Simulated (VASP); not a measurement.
## Al: single point with PBEsol

The system is Al.

```
CELL_PARAMETERS angstrom
2.80980 0.00000 0.00000
-1.40490 2.43336 0.00000
0.00000 0.00000 4.63829
ATOMIC_POSITIONS crystal
Al 0.66667 0.33333 0.75000
Al 0.33333 0.66667 0.25000
```

This isn't the form of Al at room conditions, which is fcc.

* Program: VASP 6.6.1
* Task: single point
* Functional: PBEsol
* Potentials or basis: VASP PAW PBE potentials, release 64 (Al)
* Cutoff: 520 eV
* k mesh: 18 × 18 × 10
* Occupations: gaussian, width 0.15 eV
* Spin: no spin polarisation
* Dipole correction: no
* Further INCAR settings: ALGO = Normal; EDIFF = 1e-06; NBANDS = 10

The pressure is 2.5 GPa. The band gap on the k mesh is zero (bands 3 and 4 overlap by 7.37 eV).

Stress tensor (GPa, compression positive):
```
2.54 0.00 0.00
0.00 2.54 0.00
0.00 0.00 2.32
```

Levels at points of the mesh, in eV from the Fermi level:
| k point | band 1 | band 2 | band 3 | band 4 | band 5 | band 6 |
| --- | --- | --- | --- | --- | --- | --- |
| (0.00, 0.00, 0.00) | -11.41 | -4.81 | -4.57 | 11.07 | 11.07 | 11.32 |
| (0.50, 0.00, 0.00) | -5.37 | -5.25 | 0.60 | 1.11 | 1.43 | 1.79 |
| (0.00, 0.00, 0.50) | -9.70 | -9.70 | 3.32 | 3.32 | 12.19 | 12.19 |
| (0.50, 0.00, 0.50) | -4.03 | -4.03 | -3.24 | -3.24 | 7.36 | 7.36 |

Run time: 52 s on 1 thread of Intel Xeon 8259CL, on a shared host, peak memory 0.19 GiB.

Caveat: the PAW data sets were made with another functional, which shifts forces and pressure a little.
